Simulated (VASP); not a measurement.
# Os (P6_3/mmc) in VASP: further runs

The runs below take Os through single point, with PBEsol.

All numbers are computed with VASP 6.6.1; they aren't measurements. Logs are shortened: lines on timing, memory, paths and dates and some standing lists are left out, and cuts for length are marked.

## (1) The cell of the first run

Symmetry: P6_3/mmc, No. 194, hexagonal system. Conventional cell: a = 2.609 Å, b = 2.609 Å, c = 4.149 Å, α = 90.00°, β = 90.00°, γ = 120.00°. Within 3.4 Å of Os (site symmetry -6m2) lie 12 Os at 2.56 to 2.61 Å.

## (2) Single point, PBEsol (12.22 Å³/atom)

Input file INCAR:

```
SYSTEM = Os
  ALGO = Normal
  EDIFF = 1E-7
  ENCUT = 520
  GGA = PS
  ISIF = 2
  ISMEAR = 0
  LASPH = .TRUE.
  LCHARG = .FALSE.
  LREAL = .FALSE.
  LWAVE = .FALSE.
  NBANDS = 15
  NELM = 60
  PREC = Accurate
  SIGMA = 0.1
```

Input file KPOINTS:

```
k-points
0
G
  18 18 10
  0 0 0
```

Input file POSCAR:

```
Os
1.0
    2.6085944130      0.0000000000      0.0000000000
   -1.3042972065      2.2591090298      0.0000000000
    0.0000000000      0.0000000000      4.1486982196
Os
2
Direct
    0.3333333333      0.6666666667      0.2500000000
    0.6666666667      0.3333333333      0.7500000000
```

Potentials or basis: VASP PAW PBE potentials, release 64 (Os).

Launch:

```sh
cat potpaw_PBE.64/Os/POTCAR > POTCAR
mpirun -np 1 vasp_std > vasp.out
```

OUTCAR:

```text
SYSTEM = Os
   EDIFF = 1E-7
   ENCUT = 520
   GGA = PS
   ISIF = 2
   ISMEAR = 0
   LASPH = .TRUE.
   LREAL = .FALSE.
   NELM = 60
   PREC = Accurate

 ion  position               nearest neighbor table
   1  0.333  0.667  0.250-   2 2.56   2 2.56   2 2.56   2 2.56   2 2.56   2 2.56
   2  0.667  0.333  0.750-   1 2.56   1 2.56   1 2.56   1 2.56   1 2.56   1 2.56

  LATTYP: Found a hexagonal cell.
 ALAT       =     2.6085944130
 C/A-ratio  =     1.5903960382

  Lattice vectors:

 A1 = (   2.6085944130,   0.0000000000,   0.0000000000)
 A2 = (  -1.3042972065,   2.2591090298,   0.0000000000)
 A3 = (   0.0000000000,   0.0000000000,   4.1486982196)

Analysis of symmetry for initial positions (statically):
=====================================================================
 Subroutine PRICEL returns:
 Original cell was already a primitive cell.

 Routine SETGRP: Setting up the symmetry group for a
 hexagonal supercell.

 Subroutine GETGRP returns: Found 24 space group operations
 (whereof 12 operations were pure point group operations)
 out of a pool of 24 trial point group operations.

The static configuration has the point symmetry D_3d.
 The point group associated with its full space group is D_6h.

Analysis of symmetry for dynamics (positions and initial velocities):
=====================================================================
 Subroutine PRICEL returns:
 Original cell was already a primitive cell.

 Routine SETGRP: Setting up the symmetry group for a
 hexagonal supercell.

 Subroutine GETGRP returns: Found 24 space group operations
 (whereof 12 operations were pure point group operations)
 out of a pool of 24 trial point group operations.

The dynamic configuration has the point symmetry D_3d.
 The point group associated with its full space group is D_6h.

 Subroutine INISYM returns: Found 24 space group operations
 (whereof 12 operations are pure point group operations),
 and found     1 'primitive' translations

----------------------------------------------------------------------------------------

                                     Primitive cell

  volume of cell :      24.4487

  direct lattice vectors                    reciprocal lattice vectors
     2.608594413  0.000000000  0.000000000     0.383348210  0.221326192  0.000000000
    -1.304297207  2.259109030  0.000000000     0.000000000  0.442652385  0.000000000
     0.000000000  0.000000000  4.148698220     0.000000000  0.000000000  0.241039465

  length of vectors
     2.608594413  2.608594413  4.148698220     0.442652385  0.442652385  0.241039465

  position of ions in fractional coordinates (direct lattice)
     0.333333333  0.666666667  0.250000000
     0.666666667  0.333333333  0.750000000

  ion indices of the primitive-cell ions
   primitive index   ion index
                 1           1
                 2           2

----------------------------------------------------------------------------------------

 KPOINTS: k-points

Automatic generation of k-mesh.
 Grid dimensions read from file:
 generate k-points for:   18   18   10

 Generating k-lattice:

  Cartesian coordinates                     Fractional coordinates (reciprocal lattice)
     0.021297123  0.012295900  0.000000000     0.055555556  0.000000000  0.000000000
     0.000000000  0.024591799  0.000000000     0.000000000  0.055555556  0.000000000
     0.000000000  0.000000000  0.024103947     0.000000000  0.000000000  0.100000000

  Length of vectors
     0.024591799  0.024591799  0.024103947

  Shift w.r.t. Gamma in fractional coordinates (k-lattice)
     0.000000000  0.000000000  0.000000000

 Subroutine IBZKPT returns following result:
 ===========================================

 Found    222 irreducible k-points:

 Following reciprocal coordinates:
            Coordinates               Weight
  0.000000  0.000000  0.000000      1.000000
  0.055556  0.000000  0.000000      6.000000
  0.111111  0.000000  0.000000      6.000000
  0.166667 -0.000000  0.000000      6.000000
  0.222222 -0.000000  0.000000      6.000000
  0.277778  0.000000  0.000000      6.000000
[... 16 lines left out ...]
  0.333333  0.111111  0.000000     12.000000
  0.388889  0.111111  0.000000     12.000000
 [... further k-points ...]
   k-points           NKPTS =    222   k-points in BZ     NKDIM =    222   number of bands    NBANDS=     15
   number of dos      NEDOS =    301   number of ions     NIONS =      2
   total plane-waves  NPLWV =  12800
   dimension x,y,z NGX =    20 NGY =   20 NGZ =   32
   dimension x,y,z NGXF=    40 NGYF=   40 NGZF=   64
   ions per type =               2
   NGX,Y,Z   is equivalent  to a cutoff of  12.75, 12.75, 12.82 a.u.
   NGXF,Y,Z  is equivalent  to a cutoff of  25.49, 25.49, 25.65 a.u.
 SYSTEM =  Os
   PREC   = accura    normal or accurate (medium, high low for compatibility)
   ISTART =      0    job   : 0-new  1-cont  2-samecut
   ICHARG =      2    charge: 1-file 2-atom 10-const
   ISPIN  =      1    spin polarized calculation?
   LNONCOLLINEAR =      F non collinear calculations
   LSORBIT =      F    spin-orbit coupling
   LASPH  =      T    aspherical Exc in radial PAW
   ENCUT  =  520.0 eV  38.22 Ry    6.18 a.u.   4.85  4.85  7.71*2*pi/ulx,y,z
   NELM   =     60;   NELMIN=  2; NELMDL= -5     # of ELM steps
   EDIFF  = 0.1E-06   stopping-criterion for ELM
   LREAL  =      F    real-space projection
   EDIFFG = 0.1E-05   stopping-criterion for IOM
   NSW    =      0    number of steps for IOM
   IBRION =     -1    ionic relax: 0-MD 1-quasi-New 2-CG
   NFREE  =      0    steps in history (QN), initial steepest desc. (CG)
   ISIF   =      2    stress and relaxation
   ISYM   =      2    0-nonsym 1-usesym 2-fastsym
   POTIM  = 0.5000    time-step for ionic-motion
   TEBEG  =    0.0;   TEEND  =   0.0 temperature during run
   PSTRESS=    0.0 pullay stress
   NELECT =      16.0000    total number of electrons
   NUPDOWN=      -1.0000    fix difference up-down
   EMIN   =  10.00;   EMAX   =-10.00  energy-range for DOS
   EFERMI =   0.00;   METHOD = LEGACY
   ISMEAR =     0;   SIGMA  =   0.10  broadening in eV -4-tet -1-fermi 0-gaus
   EFERMI_NEDOS =   21; number of points for ismear=-14 and -15
   IALGO  =     38    algorithm
   IMIX   =      4    mixing-type and parameters
     AMIX     =   0.40;   BMIX     =  1.00
     AMIX_MAG =   1.60;   BMIX_MAG =  1.00
  volume/ion in A,a.u.               =      12.22        82.49
  Fermi-wavevector in a.u.,A,eV,Ry     =   1.421334  2.685933 27.486377  2.020192
  Thomas-Fermi vector in A             =   2.542155
   LORBIT       =      0    0 simple, 1 ext, 2 COOP (PROOUT), +10 PAW based schemes
   GGA     = PS    functional components
   LHFCALC =     F    Hartree Fock is set to
   AEXX    =    0.0000 exact exchange contribution
   IVDW    =     0    specifies the selected vdW correction
   LEPSILON=     F    determine dielectric tensor
   LRPA    =     F    only Hartree local field effects (RPA)
 non-spin polarized calculation
 Gauss-broadening in eV      SIGMA  =   0.10
  energy-cutoff  :      520.00
  volume of cell :       24.45
 maximum number of plane-waves:       687
 NGX is ok and might be reduce to    20
   NGX =  9   NGY =  9   NGZ = 15

 number of electron      15.9999999 magnetization

 Free energy of the ion-electron system (eV)
  ---------------------------------------------------
  ext. energy  EPLUGINS =         0.00000000
  ---------------------------------------------------
  free energy    TOTEN  =       -23.76054323 eV

  energy without entropy =      -23.75421524  energy(sigma->0) =      -23.75737923

 E-fermi :  11.4870     XC(G=0): -14.9328

 val. band max:       11.4849413701   @ k =   0.2222   0.0556   0.3000
 cond. band min:      11.4915489530   @ k =   0.3889   0.2222   0.3000
 fundamental gap:      0.0066075830
 Fermi energy:        11.4869898542

 k-point     1 :       0.0000    0.0000    0.0000
  band No.  band energies     occupation
      1      -0.7628      2.00000
      2       2.2688      2.00000
      3       7.7376      2.00000
      4       7.7376      2.00000
      5       7.9708      2.00000
      6       8.7725      2.00000
      7       8.7725      2.00000
      8       9.6684      2.00000
      9       9.6684      2.00000
     10      11.4995      0.86005
     11      13.5620      0.00000
     12      13.5620      0.00000
     13      22.1505      0.00000
     14      25.4405      0.00000
     15      28.2588      0.00000

 k-point     2 :       0.0556    0.0000    0.0000
  band No.  band energies     occupation
      1      -0.6144      2.00000
      2       2.4036      2.00000
      3       7.3707      2.00000
      4       7.8723      2.00000
      5       8.2922      2.00000
      6       8.6745      2.00000
      7       8.8998      2.00000
      8       9.4707      2.00000
      9       9.5527      2.00000
     10      10.8097      2.00000
     11      13.6472      0.00000
     12      14.4685      0.00000
     13      22.1621      0.00000
     14      25.7707      0.00000
     15      28.4630      0.00000

 k-point     3 :       0.1111    0.0000    0.0000
  band No.  band energies     occupation
      1      -0.1842      2.00000
      2       2.7785      2.00000
      3       6.8592      2.00000
      4       8.2715      2.00000
      5       8.3731      2.00000
      6       8.7070      2.00000
      7       8.7729      2.00000
      8       9.2489      2.00000
      9       9.2764      2.00000
     10      10.0705      2.00000
     11      13.8619      0.00000
     12      16.0408      0.00000
     13      22.1476      0.00000
     14      26.6952      0.00000
     15      29.0004      0.00000

 k-point     4 :       0.1667   -0.0000    0.0000
  band No.  band energies     occupation
      1       0.4801      2.00000
      2       3.2823      2.00000
      3       6.3879      2.00000
      4       7.5747      2.00000
      5       8.0413      2.00000
      6       8.8441      2.00000
      7       8.9203      2.00000
      8       9.3308      2.00000
      9       9.6553      2.00000
     10       9.8846      2.00000
     11      14.1258      0.00000
     12      17.7363      0.00000
     13      22.0217      0.00000
     14      27.9456      0.00000
     15      29.3300      0.00000
[... 307 lines left out ...]
 k-point    22 :       0.2778    0.1111    0.0000
  band No.  band energies     occupation
      1       3.1484      2.00000
      2       3.8296      2.00000
      3       4.6257      2.00000
      4       6.2716      2.00000
      5       7.3060      2.00000
      6       8.2397      2.00000
      7       8.8720      2.00000
      8      11.3626      1.92145
      9      12.5618      0.00000
     10      13.8607      0.00000
     11      14.4942      0.00000
     12      21.3740      0.00000
     13      23.2828      0.00000
     14      24.0643      0.00000
     15      25.9386      0.00000

 k-point    23 :       0.3333    0.1111    0.0000
  band No.  band energies     occupation
      1       3.4168      2.00000
      2       3.6263      2.00000
      3       4.0895      2.00000
      4       6.9173      2.00000
      5       7.1784      2.00000
      6       8.5603      2.00000
      7       8.7591      2.00000
      8      12.4161      0.00000
      9      13.4727      0.00000
     10      14.5582      0.00000
     11      15.1592      0.00000
     12      21.4912      0.00000
     13      21.9726      0.00000
     14      24.3305      0.00000
     15      24.5688      0.00000

 k-point    24 :       0.3889    0.1111    0.0000
  band No.  band energies     occupation
      1       3.2762      2.00000
      2       3.6980      2.00000
      3       3.7604      2.00000
      4       7.1214      2.00000
      5       7.5125      2.00000
      6       8.3402      2.00000
      7       9.1517      2.00000
      8      13.4655      0.00000
      9      14.0485      0.00000
     10      14.5930      0.00000
     11      16.3877      0.00000
     12      19.8458      0.00000
     13      22.1874      0.00000
     14      23.0996      0.00000
     15      25.4704      0.00000

 [... further k-points ...]

------------------------ aborting loop because EDIFF is reached ----------------------------------------

  FORCE on cell =-STRESS in cart. coord.  units (eV):
  Direction    XX          YY          ZZ          XY          YZ          ZX
  --------------------------------------------------------------------------------------
  -------------------------------------------------------------------------------------
  Total       11.9100716     11.9100716     11.8956589      0.0000000      0.0000000      0.0000000
  in kB      780.4936206    780.4936206    779.5491245      0.0000000      0.0000000      0.0000000
  external PRESSURE =     780.1787885 kB  Pullay stress =       0.0000000 kB

 VOLUME and BASIS-vectors are now :
 -----------------------------------------------------------------------------
  energy-cutoff  :      520.00
  volume of cell :       24.45
      direct lattice vectors                 reciprocal lattice vectors
     2.608594413  0.000000000  0.000000000     0.383348210  0.221326192  0.000000000
    -1.304297207  2.259109030  0.000000000     0.000000000  0.442652385  0.000000000
     0.000000000  0.000000000  4.148698220     0.000000000  0.000000000  0.241039465

 POSITION                                       TOTAL-FORCE (eV/Angst)
 -----------------------------------------------------------------------------------
     -0.00000      1.50607      1.03717        -0.000000      0.000000      0.000000
      1.30430      0.75304      3.11152         0.000000     -0.000000      0.000000
 -----------------------------------------------------------------------------------
    total drift:                               -0.000000      0.000000     -0.000000

  FREE ENERGIE OF THE ION-ELECTRON SYSTEM (eV)
  ---------------------------------------------------
  free  energy   TOTEN  =       -23.7605432287 eV

  energy  without entropy=      -23.7542152393  energy(sigma->0) =      -23.75737923
```

It took 43 s on 1 thread of Intel Xeon Platinum 8488C (Sapphire Rapids), shared host; peak memory 0.19 GiB.

What came out:

| Quantity | Value |
| --- | --- |
| Free energy | -23.7605 eV |
| Pressure | 78.0 GPa |
| Band gap on the k mesh | zero (bands 8 and 9 overlap by 4.94 eV) |

Caveat: the cell stands under pressure; the PAW data sets were made with another functional, which shifts forces and pressure a little; spin-orbit coupling is left out, which moves the levels of the heavy elements.

## (3) Single point, PBEsol (12.64 Å³/atom)

This run uses another cell than the first one, of 12.64 Å³/atom.

Input file INCAR:

```
PREC = Accurate
ENCUT = 520
EDIFF = 1E-6
ISMEAR = 0
SIGMA = 0.1
LREAL = False
LASPH = True
NELM = 60
ALGO = Normal
ISIF = 2
LWAVE = False
LCHARG = False
GGA = PS
NBANDS = 15
```

Input file KPOINTS:

```
Automatic mesh
0
Gamma
  18 18 10
```

Input file POSCAR:

```
Os
1.0
    2.6390732030      0.0000000000      0.0000000000
   -1.3195366015      2.2855044363      0.0000000000
    0.0000000000      0.0000000000      4.1916094510
Os
2
Direct
    0.3333333333      0.6666666667      0.2500000000
    0.6666666667      0.3333333333      0.7500000000
```

Potentials or basis: VASP PAW PBE potentials, release 64 (Os).

Launch:

```sh
cat potpaw_PBE.64/Os/POTCAR > POTCAR
mpirun -np 1 vasp_std > vasp.out
```

Run time: 43 s. Hardware: 1 thread of Intel Xeon Platinum 8488C (Sapphire Rapids), shared host; peak memory 0.19 GiB.

It converged, with:

```yaml
Free_energy: -24.1006 eV
Pressure: 53.3 GPa
Band_gap_on_the_k_mesh: zero (bands 8 and 9 overlap by 4.68 eV)
```

Stress tensor (GPa, compression positive):
```
53.29  0.00  0.00
 0.00 53.29  0.00
 0.00  0.00 53.21
```

Levels at points of the mesh, in eV from the Fermi level:
```csv
k point,band 5,band 6,band 7,band 8,band 9,band 10,band 11,band 12
"(0.00, 0.00, 0.00)",-3.33,-2.58,-2.58,-1.75,-1.75,-0.01,1.98,1.98
"(0.50, 0.00, 0.00)",-3.16,-2.97,-2.18,2.50,3.15,3.23,5.19,6.57
"(0.00, 0.00, 0.50)",-3.76,-3.76,-3.76,-3.76,1.08,1.08,1.08,1.08
"(0.50, 0.00, 0.50)",-1.38,-1.38,-0.15,-0.15,2.88,2.88,3.83,3.83
```

Caveat: the cell stands under pressure; the PAW data sets were made with another functional, which shifts forces and pressure a little; spin-orbit coupling is left out, which moves the levels of the heavy elements.

## (4) Single point, PBEsol (13.06 Å³/atom)

This run uses another cell than the first one, of 13.06 Å³/atom.

Input file INCAR:

```
PREC = Accurate
ENCUT = 520
EDIFF = 1E-7
ISMEAR = 0
SIGMA = 0.1
LREAL = F
LASPH = T
NELM = 100
ALGO = Normal
ISIF = 2
LWAVE = F
LCHARG = F
GGA = PS
NBANDS = 15
```

Input file KPOINTS:

```
regular mesh
0
Gamma
  18 18 10
```

Input file POSCAR:

```
Os
1.0
    2.6689646685      0.0000000000      0.0000000000
   -1.3344823342      2.3113912047      0.0000000000
    0.0000000000      0.0000000000      4.2333531252
Os
2
Direct
    0.3333333333      0.6666666667      0.2500000000
    0.6666666667      0.3333333333      0.7500000000
```

Launch:

```sh
cat potpaw_PBE.64/Os/POTCAR > POTCAR
mpirun -np 1 vasp_std > vasp.out
```

Run time: 42 s. Hardware: 1 thread of Intel Xeon Platinum 8488C (Sapphire Rapids), shared host; peak memory 0.2 GiB.

The run converged. Its results:

```
Free energy            : -24.3226 eV
Pressure               : 32.5 GPa
Band gap on the k mesh : zero (bands 8 and 9 overlap by 4.44 eV)
```

Levels at points of the mesh, in eV from the Fermi level:
```tsv
k point	band 6	band 7	band 8	band 9	band 10	band 11
(0.00, 0.00, 0.00)	-2.46	-2.46	-1.68	-1.68	-0.02	1.88
(0.50, 0.00, 0.00)	-2.84	-2.09	2.35	2.97	3.06	4.93
(0.00, 0.00, 0.50)	-3.59	-3.59	-3.59	1.02	1.02	1.02
(0.50, 0.00, 0.50)	-1.32	-0.17	-0.17	2.72	2.72	3.65
```

Caveat: the cell stands under pressure; the PAW data sets were made with another functional, which shifts forces and pressure a little; spin-orbit coupling is left out, which moves the levels of the heavy elements.

## (5) Single point, PBEsol (13.47 Å³/atom)

This run uses another cell than the first one, of 13.47 Å³/atom.

Input file INCAR:

```
PREC = Accurate ; ENCUT = 520
EDIFF = 1E-6 ; ISMEAR = 0
SIGMA = 0.1 ; LREAL = F
LASPH = T ; NELM = 60
ALGO = Fast ; ISIF = 2
LWAVE = F ; LCHARG = T
GGA = PS ; LELF = T
LVHAR = T ; NBANDS = 15
```

Input file KPOINTS:

```
Automatic mesh
0
Gamma
  18 18 10
```

Input file POSCAR:

```
Os
1.0
    2.6983283990      0.0000000000      0.0000000000
   -1.3491641995      2.3368209413      0.0000000000
    0.0000000000      0.0000000000      4.2739006090
Os
2
Direct
    0.3333333333      0.6666666667      0.2500000000
    0.6666666667      0.3333333333      0.7500000000
```

Launch:

```sh
cat potpaw_PBE.64/Os/POTCAR > POTCAR
mpirun -np 1 vasp_std > vasp.out
```

Run time: 44 s. Hardware: 1 thread of Intel Xeon Platinum 8488C (Sapphire Rapids), shared host; peak memory 0.2 GiB.

Results (log left out):

```
Free energy            : -24.4456 eV
Pressure               : 15.0 GPa
Band gap on the k mesh : zero (bands 8 and 9 overlap by 4.22 eV)
```

Stress tensor (GPa, compression positive):
```
15.05  0.00  0.00
 0.00 15.05  0.00
 0.00  0.00 14.98
```

Levels at points of the mesh, in eV from the Fermi level:
```
           k point  band 4  band 5  band 6  band 7  band 8  band 9  band 10  band 11  band 12  band 13
(0.00, 0.00, 0.00)   -3.24   -3.00   -2.35   -2.35   -1.62   -1.62    -0.02     1.80     1.80     9.47
(0.50, 0.00, 0.00)   -3.74   -3.02   -2.73   -2.00    2.21    2.80     2.90     4.69     6.01     9.65
(0.00, 0.00, 0.50)   -3.78   -3.44   -3.44   -3.44   -3.44    0.96     0.96     0.96     0.96    13.76
(0.50, 0.00, 0.50)   -5.66   -1.27   -1.27   -0.18   -0.18    2.56     2.56     3.49     3.49     9.56
```

Caveat: the cell stands under pressure; the PAW data sets were made with another functional, which shifts forces and pressure a little; spin-orbit coupling is left out, which moves the levels of the heavy elements.

[end of part 1 of 2]
